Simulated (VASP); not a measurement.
# CdSe (Fm-3m) in VASP: notebook

CdSe is run at these levels: PBE; tasks: single point, relaxation of cell and atoms.

Everything below comes from runs of VASP 6.6.1. Logs are shortened: lines on timing, memory, paths and dates and some standing lists are left out, and cuts for length are marked.

## 1. The cell of the first run

The structure is cubic, space group Fm-3m (No. 225). Conventional cell: a = 5.850 Å, b = 5.850 Å, c = 5.850 Å, α = 90.00°, β = 90.00°, γ = 90.00°. Within 3.9 Å of Cd (site symmetry m-3m) lie 6 Se at 2.92 Å. Se (site symmetry m-3m) has 6 Cd at 2.92 Å within 3.9 Å.

## 2. Single point, PBE (25.02 Å³/atom)

INCAR

```
PREC = Accurate
ENCUT = 520
EDIFF = 1E-7
ISMEAR = 0
SIGMA = 0.1
LREAL = F
LASPH = T
NELM = 80
ALGO = Normal
ISIF = 2
LWAVE = F
LCHARG = F
GGA = PE
NBANDS = 16
```

KPOINTS

```
Automatic mesh
0
Gamma
  12 12 12
```

POSCAR

```
CdSe
1.0
    0.0000000000      2.9248521940      2.9248521940
    2.9248521940      0.0000000000      2.9248521940
    2.9248521940      2.9248521940      0.0000000000
Cd Se
1 1
Direct
    0.0000000000      0.0000000000      0.0000000000
    0.5000000000      0.5000000000      0.5000000000
```

Potentials or basis: VASP PAW PBE potentials, release 64 (Cd, Se).

The run is started by

```console
cat potpaw_PBE.64/Cd/POTCAR potpaw_PBE.64/Se/POTCAR > POTCAR
mpirun -np 1 vasp_std > vasp.out
```

OUTCAR:

```text
PREC = Accurate
   ENCUT = 520
   EDIFF = 1E-7
   ISMEAR = 0
   LREAL = F
   LASPH = T
   NELM = 80
   ISIF = 2
   GGA = PE

 ion  position               nearest neighbor table
   1  0.000  0.000  0.000-   2 2.92   2 2.92   2 2.92   2 2.92   2 2.92   2 2.92
   2  0.500  0.500  0.500-   1 2.92   1 2.92   1 2.92   1 2.92   1 2.92   1 2.92

  LATTYP: Found a face centered cubic cell.
 ALAT       =     5.8497043880

  Lattice vectors:

 A1 = (   0.0000000000,   2.9248521940,   2.9248521940)
 A2 = (   2.9248521940,   0.0000000000,   2.9248521940)
 A3 = (   2.9248521940,   2.9248521940,   0.0000000000)

Analysis of symmetry for initial positions (statically):
=====================================================================
 Subroutine PRICEL returns:
 Original cell was already a primitive cell.

 Routine SETGRP: Setting up the symmetry group for a
 face centered cubic supercell.

 Subroutine GETGRP returns: Found 48 space group operations
 (whereof 48 operations were pure point group operations)
 out of a pool of 48 trial point group operations.

The static configuration has the point symmetry O_h .

Analysis of symmetry for dynamics (positions and initial velocities):
=====================================================================
 Subroutine PRICEL returns:
 Original cell was already a primitive cell.

 Routine SETGRP: Setting up the symmetry group for a
 face centered cubic supercell.

 Subroutine GETGRP returns: Found 48 space group operations
 (whereof 48 operations were pure point group operations)
 out of a pool of 48 trial point group operations.

The dynamic configuration has the point symmetry O_h .

 Subroutine INISYM returns: Found 48 space group operations
 (whereof 48 operations are pure point group operations),
 and found     1 'primitive' translations

----------------------------------------------------------------------------------------

                                     Primitive cell

  volume of cell :      50.0428

  direct lattice vectors                    reciprocal lattice vectors
     0.000000000  2.924852194  2.924852194    -0.170948809  0.170948809  0.170948809
     2.924852194  0.000000000  2.924852194     0.170948809 -0.170948809  0.170948809
     2.924852194  2.924852194  0.000000000     0.170948809  0.170948809 -0.170948809

  length of vectors
     4.136365641  4.136365641  4.136365641     0.296092023  0.296092023  0.296092023

  position of ions in fractional coordinates (direct lattice)
     0.000000000  0.000000000  0.000000000
     0.500000000  0.500000000  0.500000000

  ion indices of the primitive-cell ions
   primitive index   ion index
                 1           1
                 2           2

----------------------------------------------------------------------------------------

 KPOINTS: Automatic mesh

Automatic generation of k-mesh.
 Grid dimensions read from file:
 generate k-points for:   12   12   12

 Generating k-lattice:

  Cartesian coordinates                     Fractional coordinates (reciprocal lattice)
    -0.014245734  0.014245734  0.014245734     0.083333333  0.000000000  0.000000000
     0.014245734 -0.014245734  0.014245734     0.000000000  0.083333333  0.000000000
     0.014245734  0.014245734 -0.014245734     0.000000000  0.000000000  0.083333333

  Length of vectors
     0.024674335  0.024674335  0.024674335

  Shift w.r.t. Gamma in fractional coordinates (k-lattice)
     0.000000000  0.000000000  0.000000000

 Subroutine IBZKPT returns following result:
 ===========================================

 Found     72 irreducible k-points:

 Following reciprocal coordinates:
            Coordinates               Weight
  0.000000  0.000000  0.000000      1.000000
  0.083333  0.000000  0.000000      8.000000
  0.166667  0.000000  0.000000      8.000000
  0.250000  0.000000  0.000000      8.000000
  0.333333  0.000000  0.000000      8.000000
  0.416667  0.000000  0.000000      8.000000
[... 16 lines left out ...]
  0.500000  0.166667  0.000000     24.000000
 -0.416667  0.166667  0.000000     24.000000
 [... further k-points ...]
   k-points           NKPTS =     72   k-points in BZ     NKDIM =     72   number of bands    NBANDS=     16
   number of dos      NEDOS =    301   number of ions     NIONS =      2
   total plane-waves  NPLWV =  32768
   dimension x,y,z NGX =    32 NGY =   32 NGZ =   32
   dimension x,y,z NGXF=    64 NGYF=   64 NGZF=   64
   ions per type =               1   1
   NGX,Y,Z   is equivalent  to a cutoff of  12.86, 12.86, 12.86 a.u.
   NGXF,Y,Z  is equivalent  to a cutoff of  25.72, 25.72, 25.72 a.u.
 SYSTEM =  unknown system
   PREC   = accura    normal or accurate (medium, high low for compatibility)
   ISTART =      0    job   : 0-new  1-cont  2-samecut
   ICHARG =      2    charge: 1-file 2-atom 10-const
   ISPIN  =      1    spin polarized calculation?
   LNONCOLLINEAR =      F non collinear calculations
   LSORBIT =      F    spin-orbit coupling
   LASPH  =      T    aspherical Exc in radial PAW
   ENCUT  =  520.0 eV  38.22 Ry    6.18 a.u.   7.69  7.69  7.69*2*pi/ulx,y,z
   NELM   =     80;   NELMIN=  2; NELMDL= -5     # of ELM steps
   EDIFF  = 0.1E-06   stopping-criterion for ELM
   LREAL  =      F    real-space projection
   EDIFFG = 0.1E-05   stopping-criterion for IOM
   NSW    =      0    number of steps for IOM
   IBRION =     -1    ionic relax: 0-MD 1-quasi-New 2-CG
   NFREE  =      0    steps in history (QN), initial steepest desc. (CG)
   ISIF   =      2    stress and relaxation
   ISYM   =      2    0-nonsym 1-usesym 2-fastsym
   POTIM  = 0.5000    time-step for ionic-motion
   TEBEG  =    0.0;   TEEND  =   0.0 temperature during run
   PSTRESS=    0.0 pullay stress
   NELECT =      18.0000    total number of electrons
   NUPDOWN=      -1.0000    fix difference up-down
   EMIN   =  10.00;   EMAX   =-10.00  energy-range for DOS
   EFERMI =   0.00;   METHOD = LEGACY
   ISMEAR =     0;   SIGMA  =   0.10  broadening in eV -4-tet -1-fermi 0-gaus
   EFERMI_NEDOS =   21; number of points for ismear=-14 and -15
   IALGO  =     38    algorithm
   IMIX   =      4    mixing-type and parameters
     AMIX     =   0.40;   BMIX     =  1.00
     AMIX_MAG =   1.60;   BMIX_MAG =  1.00
  volume/ion in A,a.u.               =      25.02       168.85
  Fermi-wavevector in a.u.,A,eV,Ry     =   1.164265  2.200141 18.442866  1.355512
  Thomas-Fermi vector in A             =   2.300805
   LORBIT       =      0    0 simple, 1 ext, 2 COOP (PROOUT), +10 PAW based schemes
   GGA     = PE    functional components
   LHFCALC =     F    Hartree Fock is set to
   AEXX    =    0.0000 exact exchange contribution
   IVDW    =     0    specifies the selected vdW correction
   LEPSILON=     F    determine dielectric tensor
   LRPA    =     F    only Hartree local field effects (RPA)
 non-spin polarized calculation
 Gauss-broadening in eV      SIGMA  =   0.10
  energy-cutoff  :      520.00
  volume of cell :       50.04
 maximum number of plane-waves:      1363
   NGX = 15   NGY = 15   NGZ = 15

 number of electron      18.0000007 magnetization

 Free energy of the ion-electron system (eV)
  ---------------------------------------------------
  ext. energy  EPLUGINS =         0.00000000
  ---------------------------------------------------
  free energy    TOTEN  =        -5.18116307 eV

  energy without entropy =       -5.17797344  energy(sigma->0) =       -5.17956825

 E-fermi :   1.8370     XC(G=0):  -9.7507

 val. band max:        1.7947630685   @ k =  -0.2500   0.1667   0.0000
 cond. band min:       1.8524458975   @ k =   0.5000   0.4167   0.0000
 fundamental gap:      0.0576828289
 Fermi energy:         1.8370122804

 k-point     1 :       0.0000    0.0000    0.0000
  band No.  band energies     occupation
      1     -10.7739      2.00000
      2      -6.0112      2.00000
      3      -6.0112      2.00000
      4      -5.9970      2.00000
      5      -5.9970      2.00000
      6      -5.9970      2.00000
[... 8 lines left out ...]
     15      11.2995      0.00000
     16      11.2995      0.00000

 k-point     2 :       0.0833    0.0000    0.0000
  band No.  band energies     occupation
      1     -10.7295      2.00000
      2      -6.0227      2.00000
      3      -6.0227      2.00000
      4      -5.9998      2.00000
      5      -5.9904      2.00000
      6      -5.9904      2.00000
[... 8 lines left out ...]
     15      11.0274      0.00000
     16      11.3215      0.00000

 k-point     3 :       0.1667    0.0000    0.0000
  band No.  band energies     occupation
      1     -10.6033      2.00000
      2      -6.0564      2.00000
      3      -6.0564      2.00000
      4      -6.0094      2.00000
      5      -5.9696      2.00000
      6      -5.9696      2.00000
[... 8 lines left out ...]
     15      11.2773      0.00000
     16      11.2773      0.00000

 k-point     4 :       0.2500    0.0000    0.0000
  band No.  band energies     occupation
      1     -10.4176      2.00000
      2      -6.1022      2.00000
      3      -6.1022      2.00000
      4      -6.0280      2.00000
      5      -5.9405      2.00000
      6      -5.9405      2.00000
[... 8 lines left out ...]
     15      11.9129      0.00000
     16      11.9129      0.00000
[... 324 lines left out ...]
 k-point    22 :       0.4167    0.1667    0.0000
  band No.  band energies     occupation
      1     -10.1230      2.00000
      2      -6.0923      2.00000
      3      -6.0826      2.00000
      4      -6.0457      2.00000
      5      -5.8982      2.00000
      6      -5.8807      2.00000
[... 8 lines left out ...]
     15      14.1185      0.00000
     16      14.6802      0.00000

 k-point    23 :       0.5000    0.1667    0.0000
  band No.  band energies     occupation
      1     -10.0141      2.00000
      2      -6.1324      2.00000
      3      -6.0711      2.00000
      4      -6.0516      2.00000
      5      -5.8737      2.00000
      6      -5.8736      2.00000
[... 8 lines left out ...]
     15      14.5502      0.00000
     16      14.7387      0.00000

 k-point    24 :      -0.4167    0.1667    0.0000
  band No.  band energies     occupation
      1      -9.9918      2.00000
      2      -6.1588      2.00000
      3      -6.0897      2.00000
      4      -6.0336      2.00000
      5      -5.8824      2.00000
      6      -5.8594      2.00000
[... 8 lines left out ...]
     15      13.6282      0.00000
     16      13.8537      0.00000

 [... further k-points ...]

------------------------ aborting loop because EDIFF is reached ----------------------------------------

  FORCE on cell =-STRESS in cart. coord.  units (eV):
  Direction    XX          YY          ZZ          XY          YZ          ZX
  --------------------------------------------------------------------------------------
  -------------------------------------------------------------------------------------
  Total       -0.8693956     -0.8693956     -0.8693956      0.0000000      0.0000000      0.0000000
  in kB      -27.8346824    -27.8346824    -27.8346824      0.0000000      0.0000000      0.0000000
  external PRESSURE =     -27.8346824 kB  Pullay stress =       0.0000000 kB

 VOLUME and BASIS-vectors are now :
 -----------------------------------------------------------------------------
  energy-cutoff  :      520.00
  volume of cell :       50.04
      direct lattice vectors                 reciprocal lattice vectors
     0.000000000  2.924852194  2.924852194    -0.170948809  0.170948809  0.170948809
     2.924852194  0.000000000  2.924852194     0.170948809 -0.170948809  0.170948809
     2.924852194  2.924852194  0.000000000     0.170948809  0.170948809 -0.170948809

 POSITION                                       TOTAL-FORCE (eV/Angst)
 -----------------------------------------------------------------------------------
      0.00000      0.00000      0.00000         0.000000     -0.000000     -0.000000
      2.92485      2.92485      2.92485        -0.000000      0.000000      0.000000
 -----------------------------------------------------------------------------------
    total drift:                                0.000000     -0.000000     -0.000000

  FREE ENERGIE OF THE ION-ELECTRON SYSTEM (eV)
  ---------------------------------------------------
  free  energy   TOTEN  =        -5.1811630678 eV

  energy  without entropy=       -5.1779734399  energy(sigma->0) =       -5.17956825
```

It took 83 s on 1 thread of Intel Xeon 8259CL, shared host; peak memory 0.21 GiB.

Results:

```
Free energy            : -5.1812 eV
Pressure               : -2.8 GPa
Band gap on the k mesh : zero (bands 9 and 10 overlap by 0.42 eV)
```

Levels at points of the mesh, in eV from the Fermi level:
```
           k point  band 7  band 8  band 9  band 10  band 11  band 12
(0.00, 0.00, 0.00)   -0.56   -0.56   -0.56    -0.13     8.58     8.58
(0.50, 0.00, 0.00)   -4.69   -0.08   -0.08     3.03     5.25     5.25
(0.50, 0.50, 0.00)   -3.77   -1.88   -1.88    -0.46     5.52     9.31
```

Caveat: semilocal functionals underestimate gaps, so a narrow gap can read as zero.

## 3. Relaxation of cell and atoms, PBE

This run uses another cell than the first one, of 23.74 Å³/atom.

INCAR

```
ALGO     = Normal         # electronic algorithm
EDIFF    = 1E-6           # SCF threshold, eV
EDIFFG   = -0.005         # ionic threshold
ENCUT    = 600            # plane-wave cutoff, eV
GGA      = PE             # functional
IBRION   = 2              # ionic algorithm
ISIF     = 3              # what is computed and relaxed
ISMEAR   = 0              # smearing method
LASPH    = T              # aspherical terms in the spheres
LCHARG   = F              # write CHGCAR
LREAL    = F              # projectors in reciprocal space
LWAVE    = F              # write WAVECAR
NELM     = 100            # most SCF steps
NSW      = 100            # ionic steps
PREC     = Accurate       # precision mode
SIGMA    = 0.1            # smearing width, eV
```

KPOINTS

```
k-points
0
Gamma
  12 12 12
```

POSCAR

```
CdSe
1.0
    0.0000000000      2.8739580000      2.8739580000
    2.8739580000      0.0000000000      2.8739580000
    2.8739580000      2.8739580000      0.0000000000
Cd Se
1 1
Direct
    0.0000000000      0.0000000000      0.0000000000
    0.5000000000      0.5000000000      0.5000000000
```

Potentials or basis: VASP PAW PBE potentials, release 64 (Cd, Se).

The run is started by

```console
cat potpaw_PBE.64/Cd/POTCAR potpaw_PBE.64/Se/POTCAR > POTCAR
mpirun -np 1 vasp_std > vasp.out
```

Wall time 73 s (1 thread of Intel Xeon 8259CL, shared host); peak memory 0.22 GiB.

Results (log left out):

```yaml
Free_energy: -5.2044 eV
Relaxed_volume: 23.71 Å³/atom
Relaxed_cell: a = 4.063 Å, b = 4.063 Å, c = 4.063 Å, α = 60.00°, β = 60.00°, γ = 60.00°
Space_group_after_relaxing_to_0.1_Å: Fm-3m (No. 225)
Energy_gained_by_relaxing: 0.0 meV/atom
Ionic_steps: 2
Pressure_after_relaxing: 0.0 GPa
Band_gap_on_the_k_mesh: zero (bands 9 and 10 overlap by 0.43 eV)
```

Final structure:
```xyz
2
Lattice="0.0000 2.8727 2.8727 2.8727 0.0000 2.8727 2.8727 2.8727 0.0000" Properties=species:S:1:pos:R:3 pbc="T T T"
Cd    2.8727    5.7453    2.8727
Se    2.8727    2.8727    2.8727
```

Levels at points of the mesh, in eV from the Fermi level:
| k point | band 6 | band 7 | band 8 | band 9 | band 10 | band 11 | band 12 | band 13 |
| --- | --- | --- | --- | --- | --- | --- | --- | --- |
| (0.00, 0.00, 0.00) | -7.92 | -0.63 | -0.63 | -0.63 | 0.06 | 8.62 | 8.62 | 8.62 |
| (0.50, 0.00, 0.00) | -7.79 | -4.96 | -0.08 | -0.08 | 3.00 | 5.25 | 5.25 | 5.90 |
| (0.50, 0.50, 0.00) | -7.26 | -4.10 | -2.07 | -2.07 | -0.47 | 5.45 | 9.69 | 10.28 |

Caveat: semilocal functionals underestimate gaps, so a narrow gap can read as zero.
